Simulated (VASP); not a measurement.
# Tc (Fm-3m) in VASP: settings compared

Aim: see how the results for Tc move with the level of theory and the settings. Levels: PBEsol, RPBE, revPBE. Tasks: single point.

Program: VASP 6.6.1. These are calculated values, not measurements. Logs are shortened: lines on timing, memory, paths and dates and some standing lists are left out, and cuts for length are marked.

## 1. The cell of the first run

It takes space group Fm-3m (No. 225, cubic). The conventional cell has a = 3.832 Å, b = 3.832 Å, c = 3.832 Å, α = 90.00°, β = 90.00°, γ = 90.00°. Tc (site symmetry m-3m) has 12 Tc at 2.71 Å within 3.6 Å.

## 2. Single point, PBEsol

File INCAR:

```
SYSTEM = Tc
PREC = Accurate ; ENCUT = 520
EDIFF = 1E-6 ; ISMEAR = -1
SIGMA = 0.05 ; LREAL = .FALSE.
LASPH = .TRUE. ; NELM = 80
ALGO = Normal ; ISIF = 2
LWAVE = .FALSE. ; LCHARG = .TRUE.
GGA = PS ; LELF = .TRUE.
LVHAR = .TRUE. ; NBANDS = 12
```

File KPOINTS:

```
regular mesh
0
G
  12 12 12
  0 0 0
```

File POSCAR:

```
Tc
1.0
    0.0000000000      1.9160985125      1.9160985125
    1.9160985125      0.0000000000      1.9160985125
    1.9160985125      1.9160985125      0.0000000000
Tc
1
Direct
    0.0000000000      0.0000000000      0.0000000000
```

Potentials or basis: VASP PAW PBE potentials, release 64 (Tc_pv).

Started as:

```sh
cat potpaw_PBE.64/Tc_pv/POTCAR > POTCAR
mpirun -np 1 vasp_std > vasp.out
```

OUTCAR:

```text
SYSTEM = Tc
   PREC = Accurate
   ENCUT = 520
   EDIFF = 1E-6
   ISMEAR = -1
   LREAL = .FALSE.
   LASPH = .TRUE.
   NELM = 80
   ISIF = 2
   GGA = PS

 ion  position               nearest neighbor table
   1  0.000  0.000  0.000-

  LATTYP: Found a face centered cubic cell.
 ALAT       =     3.8321970250

  Lattice vectors:

 A1 = (   0.0000000000,   1.9160985125,   1.9160985125)
 A2 = (   1.9160985125,   0.0000000000,   1.9160985125)
 A3 = (   1.9160985125,   1.9160985125,   0.0000000000)

Analysis of symmetry for initial positions (statically):
=====================================================================
 Subroutine PRICEL returns:
 Original cell was already a primitive cell.

 Routine SETGRP: Setting up the symmetry group for a
 face centered cubic supercell.

 Subroutine GETGRP returns: Found 48 space group operations
[... 9 lines left out ...]

 Routine SETGRP: Setting up the symmetry group for a
 face centered cubic supercell.

 Subroutine GETGRP returns: Found 48 space group operations
[... 11 lines left out ...]
                                     Primitive cell

  volume of cell :      14.0697

  direct lattice vectors                    reciprocal lattice vectors
     0.000000000  1.916098513  1.916098513    -0.260946917  0.260946917  0.260946917
     1.916098513  0.000000000  1.916098513     0.260946917 -0.260946917  0.260946917
     1.916098513  1.916098513  0.000000000     0.260946917  0.260946917 -0.260946917

  length of vectors
     2.709772503  2.709772503  2.709772503     0.451973319  0.451973319  0.451973319

  position of ions in fractional coordinates (direct lattice)
     0.000000000  0.000000000  0.000000000

  ion indices of the primitive-cell ions
   primitive index   ion index
                 1           1

----------------------------------------------------------------------------------------

 KPOINTS: regular mesh

Automatic generation of k-mesh.
 Grid dimensions read from file:
 generate k-points for:   12   12   12

 Generating k-lattice:

  Cartesian coordinates                     Fractional coordinates (reciprocal lattice)
    -0.021745576  0.021745576  0.021745576     0.083333333  0.000000000  0.000000000
     0.021745576 -0.021745576  0.021745576     0.000000000  0.083333333  0.000000000
     0.021745576  0.021745576 -0.021745576     0.000000000  0.000000000  0.083333333

  Length of vectors
     0.037664443  0.037664443  0.037664443

  Shift w.r.t. Gamma in fractional coordinates (k-lattice)
     0.000000000  0.000000000  0.000000000

 Subroutine IBZKPT returns following result:
 ===========================================

 Found     72 irreducible k-points:

 Following reciprocal coordinates:
            Coordinates               Weight
  0.000000  0.000000  0.000000      1.000000
  0.083333  0.000000  0.000000      8.000000
  0.166667  0.000000  0.000000      8.000000
  0.250000  0.000000  0.000000      8.000000
  0.333333  0.000000  0.000000      8.000000
  0.416667  0.000000  0.000000      8.000000
[... 16 lines left out ...]
  0.500000  0.166667  0.000000     24.000000
 -0.416667  0.166667  0.000000     24.000000
 [... further k-points ...]
   k-points           NKPTS =     72   k-points in BZ     NKDIM =     72   number of bands    NBANDS=     12
   number of dos      NEDOS =    301   number of ions     NIONS =      1
   total plane-waves  NPLWV =   8000
   dimension x,y,z NGX =    20 NGY =   20 NGZ =   20
   dimension x,y,z NGXF=    40 NGYF=   40 NGZF=   40
   ions per type =               1
   NGX,Y,Z   is equivalent  to a cutoff of  12.27, 12.27, 12.27 a.u.
   NGXF,Y,Z  is equivalent  to a cutoff of  24.54, 24.54, 24.54 a.u.
 SYSTEM =  Tc
   PREC   = accura    normal or accurate (medium, high low for compatibility)
   ISTART =      0    job   : 0-new  1-cont  2-samecut
   ICHARG =      2    charge: 1-file 2-atom 10-const
   ISPIN  =      1    spin polarized calculation?
   LNONCOLLINEAR =      F non collinear calculations
   LSORBIT =      F    spin-orbit coupling
   LASPH  =      T    aspherical Exc in radial PAW
   ENCUT  =  520.0 eV  38.22 Ry    6.18 a.u.   5.04  5.04  5.04*2*pi/ulx,y,z
   NELM   =     80;   NELMIN=  2; NELMDL= -5     # of ELM steps
   EDIFF  = 0.1E-05   stopping-criterion for ELM
   LREAL  =      F    real-space projection
   EDIFFG = 0.1E-04   stopping-criterion for IOM
   NSW    =      0    number of steps for IOM
   IBRION =     -1    ionic relax: 0-MD 1-quasi-New 2-CG
   NFREE  =      0    steps in history (QN), initial steepest desc. (CG)
   ISIF   =      2    stress and relaxation
   ISYM   =      2    0-nonsym 1-usesym 2-fastsym
   POTIM  = 0.5000    time-step for ionic-motion
   TEBEG  =    0.0;   TEEND  =   0.0 temperature during run
   PSTRESS=    0.0 pullay stress
   NELECT =      13.0000    total number of electrons
   NUPDOWN=      -1.0000    fix difference up-down
   EMIN   =  10.00;   EMAX   =-10.00  energy-range for DOS
   EFERMI =   0.00;   METHOD = LEGACY
   ISMEAR =    -1;   SIGMA  =   0.05  broadening in eV -4-tet -1-fermi 0-gaus
   EFERMI_NEDOS =   21; number of points for ismear=-14 and -15
   IALGO  =     38    algorithm
   IMIX   =      4    mixing-type and parameters
     AMIX     =   0.40;   BMIX     =  1.00
     AMIX_MAG =   1.60;   BMIX_MAG =  1.00
  volume/ion in A,a.u.               =      14.07        94.95
  Fermi-wavevector in a.u.,A,eV,Ry     =   1.594513  3.013193 34.592436  2.542472
  Thomas-Fermi vector in A             =   2.692576
   LORBIT       =      0    0 simple, 1 ext, 2 COOP (PROOUT), +10 PAW based schemes
   GGA     = PS    functional components
   LHFCALC =     F    Hartree Fock is set to
   AEXX    =    0.0000 exact exchange contribution
   IVDW    =     0    specifies the selected vdW correction
   LEPSILON=     F    determine dielectric tensor
   LRPA    =     F    only Hartree local field effects (RPA)
 non-spin polarized calculation
  energy-cutoff  :      520.00
  volume of cell :       14.07
 maximum number of plane-waves:       392
   NGX =  9   NGY =  9   NGZ =  9

 number of electron      12.9999996 magnetization

 Free energy of the ion-electron system (eV)
  ---------------------------------------------------
  ext. energy  EPLUGINS =         0.00000000
  ---------------------------------------------------
  free energy    TOTEN  =       -11.19393916 eV

  energy without entropy =      -11.18435669  energy(sigma->0) =      -11.18914792

 E-fermi :  13.0521     XC(G=0): -14.0435

 val. band max:       13.0237095915   @ k =   0.5000   0.2500   0.0000
 cond. band min:      13.0620309716   @ k =  -0.2500   0.3333   0.0833
 fundamental gap:      0.0383213802
 Fermi energy:        13.0520790672

 k-point     1 :       0.0000    0.0000    0.0000
  band No.  band energies     occupation
      1     -25.2555      2.00000
      2     -25.2555      2.00000
      3     -25.2555      2.00000
      4       5.3555      2.00000
      5      11.1458      2.00000
      6      11.1458      2.00000
      7      11.1458      2.00000
      8      13.8599      0.00000
      9      13.8599      0.00000
     10      26.9903      0.00000
     11      32.6780      0.00000
     12      32.6780      0.00000

 k-point     2 :       0.0833    0.0000    0.0000
  band No.  band energies     occupation
      1     -25.3526      2.00000
      2     -25.2677      2.00000
      3     -25.2677      2.00000
      4       5.6567      2.00000
      5      10.9681      2.00000
      6      11.2761      2.00000
      7      11.2761      2.00000
      8      13.7664      0.00000
      9      13.7664      0.00000
     10      27.5378      0.00000
     11      31.4701      0.00000
     12      33.2023      0.00000

 k-point     3 :       0.1667    0.0000    0.0000
  band No.  band energies     occupation
      1     -25.6129      2.00000
      2     -25.3009      2.00000
      3     -25.3009      2.00000
      4       6.4450      2.00000
      5      10.6352      2.00000
      6      11.5359      2.00000
      7      11.5359      2.00000
      8      13.6674      0.00001
      9      13.6674      0.00001
     10      28.6801      0.00000
     11      29.6981      0.00000
     12      34.6783      0.00000

 k-point     4 :       0.2500    0.0000    0.0000
  band No.  band energies     occupation
      1     -25.9581      2.00000
      2     -25.3457      2.00000
      3     -25.3457      2.00000
      4       7.2585      2.00000
      5      10.7353      2.00000
      6      11.5616      2.00000
      7      11.5616      2.00000
      8      14.0069      0.00000
      9      14.0069      0.00000
     10      27.4700      0.00000
     11      30.1820      0.00000
     12      36.8543      0.00000

 k-point     5 :       0.3333    0.0000    0.0000
  band No.  band energies     occupation
      1     -26.2922      2.00000
      2     -25.3902      2.00000
      3     -25.3902      2.00000
      4       7.4839      2.00000
      5      11.3102      2.00000
      6      11.3102      2.00000
      7      11.8653      2.00000
      8      14.8162      0.00000
      9      14.8162      0.00000
     10      26.0138      0.00000
     11      29.1308      0.00000
     12      36.3372      0.00000
[... 228 lines left out ...]
      1     -26.0986      2.00000
      2     -25.4915      2.00000
      3     -25.4854      2.00000
      4       8.0900      2.00000
      5       9.6318      2.00000
      6      11.1983      2.00000
      7      12.4395      1.99999
      8      14.5772      0.00000
      9      15.2392      0.00000
     10      28.2016      0.00000
     11      30.9663      0.00000
     12      33.1900      0.00000

 k-point    22 :       0.4167    0.1667    0.0000
  band No.  band energies     occupation
      1     -26.3379      2.00000
      2     -25.5691      2.00000
      3     -25.5132      2.00000
      4       8.1209      2.00000
      5      10.1070      2.00000
      6      11.1155      2.00000
      7      12.1821      2.00000
      8      15.8924      0.00000
      9      16.4451      0.00000
     10      26.0727      0.00000
     11      29.4372      0.00000
     12      32.5049      0.00000

 k-point    23 :       0.5000    0.1667    0.0000
  band No.  band energies     occupation
      1     -26.4793      2.00000
      2     -25.6415      2.00000
      3     -25.5128      2.00000
      4       8.0857      2.00000
      5      10.0570      2.00000
      6      11.8403      2.00000
      7      11.9227      2.00000
      8      16.0589      0.00000
      9      18.3153      0.00000
     10      24.0243      0.00000
     11      28.5924      0.00000
     12      32.3980      0.00000

 k-point    24 :      -0.4167    0.1667    0.0000
  band No.  band energies     occupation
      1     -26.4912      2.00000
      2     -25.6868      2.00000
      3     -25.4845      2.00000
      4       8.1762      2.00000
      5      10.0881      2.00000
      6      11.7975      2.00000
      7      12.1023      2.00000
      8      15.5160      0.00000
      9      18.9382      0.00000
     10      23.8174      0.00000
     11      28.4851      0.00000
     12      31.6648      0.00000

 [... further k-points ...]
[... 5 lines left out ...]
  --------------------------------------------------------------------------------------
  -------------------------------------------------------------------------------------
  Total       -0.0582358     -0.0582358     -0.0582358     -0.0000000     -0.0000000      0.0000000
  in kB       -6.6315842     -6.6315842     -6.6315842     -0.0000000     -0.0000000      0.0000000
  external PRESSURE =      -6.6315842 kB  Pullay stress =       0.0000000 kB

 VOLUME and BASIS-vectors are now :
 -----------------------------------------------------------------------------
  energy-cutoff  :      520.00
  volume of cell :       14.07
      direct lattice vectors                 reciprocal lattice vectors
     0.000000000  1.916098513  1.916098513    -0.260946917  0.260946917  0.260946917
     1.916098513  0.000000000  1.916098513     0.260946917 -0.260946917  0.260946917
     1.916098513  1.916098513  0.000000000     0.260946917  0.260946917 -0.260946917

 POSITION                                       TOTAL-FORCE (eV/Angst)
 -----------------------------------------------------------------------------------
      0.00000      0.00000      0.00000         0.000000      0.000000      0.000000
 -----------------------------------------------------------------------------------
    total drift:                                0.000000      0.000000      0.000000

  FREE ENERGIE OF THE ION-ELECTRON SYSTEM (eV)
  ---------------------------------------------------
  free  energy   TOTEN  =       -11.1939391612 eV

  energy  without entropy=      -11.1843566884  energy(sigma->0) =      -11.18914792
```

Wall time 8.8 s (1 thread of Intel Xeon Platinum 8375C at 2.90GHz (Ice Lake), shared host); peak memory 0.13 GiB.

What came out:

| Item | Value |
| --- | --- |
| Free energy | -11.1939 eV |
| Pressure | -0.7 GPa |

Caveat: the PAW data sets were made with another functional, which shifts forces and pressure a little.

(Continued in part 2 of 2.)
